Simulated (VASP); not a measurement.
## Te2Mo: single point with LDA

**What was measured.**

From “Broadband infrared study of pressure-tunable Fano resonance and metallization transition in 2H-MoTe2”, 2022, pmc:9569381, for a bulk crystal of Te2Mo at 300 K: band gap 0.88 ± 0.05 eV (indirect).

The system is Te2Mo.

```xyz
6
Lattice="3.4946 0.0000 0.0000 -1.7473 3.0264 0.0000 0.0000 0.0000 13.8798" Properties=species:S:1:pos:R:3 pbc="T T T"
Te    1.7473    1.0088    5.2604
Te    0.0000    2.0176   12.2004
Te    1.7473    1.0088    1.6795
Te    0.0000    2.0176    8.6194
Mo    1.7473    1.0088   10.4099
Mo    0.0000    2.0176    3.4700
```

| Property | Result |
| --- | --- |
| Program | VASP 6.6.1 |
| Task | single point |
| Functional | LDA |
| Potentials or basis | VASP PAW LDA potentials, release 64 (Te, Mo_sv) |
| Cutoff | 520 eV |
| k mesh | 9 × 9 × 2 |
| Occupations | fermi-dirac, width 0.05 eV |
| Spin | no spin polarisation |

```yaml
Pressure: -0.7 GPa
Largest_force: 0.041 eV/Å
Band_gap_on_the_k_mesh: 0.74 eV (least direct gap 1.06 eV)
```

Forces in eV/Å, atoms in the order of the input:
```
Te   0.000  0.000  0.041
Te   0.000  0.000  0.041
Te   0.000  0.000 -0.041
Te   0.000  0.000 -0.041
Mo   0.000  0.000  0.000
Mo   0.000  0.000  0.000
```

Stress tensor (GPa, compression positive):
```
-0.99  0.00  0.00
 0.00 -0.99  0.00
 0.00  0.00 -0.25
```

Levels at points of the mesh, in eV from the valence-band top:
| k point | band 23 | band 24 | band 25 | band 26 | band 27 | band 28 | band 29 | band 30 |
| --- | --- | --- | --- | --- | --- | --- | --- | --- |
| (0.00, 0.00, 0.00) | -1.07 | -1.07 | -0.30 | 0.00 | 2.95 | 2.95 | 3.08 | 3.08 |
| (0.00, 0.00, 0.50) | -1.09 | -1.09 | -0.08 | -0.08 | 2.99 | 2.99 | 2.99 | 2.99 |

Wall time 4.8 min on 1 thread of Intel Xeon 8259CL, on a shared host, peak memory 0.28 GiB.

Against the measured gap of Te2Mo, 0.88 eV (indirect; 300 K; quoted in “Broadband infrared study of pressure-tunable Fano resonance and metallization transition in 2H-MoTe2”, 2022, pmc:9569381), the calculated 0.74 eV is off by -0.14 eV. Spin-orbit coupling on Mo, Te is left out. The value is that of LDA on a finite k mesh, which can miss the band edges, without temperature or zero-point motion. Semilocal functionals fall short of measured gaps as a rule.

Caveat: semilocal functionals underestimate gaps, and a narrow one can read as zero; spin-orbit coupling is left out, which moves the levels of the heavy elements.
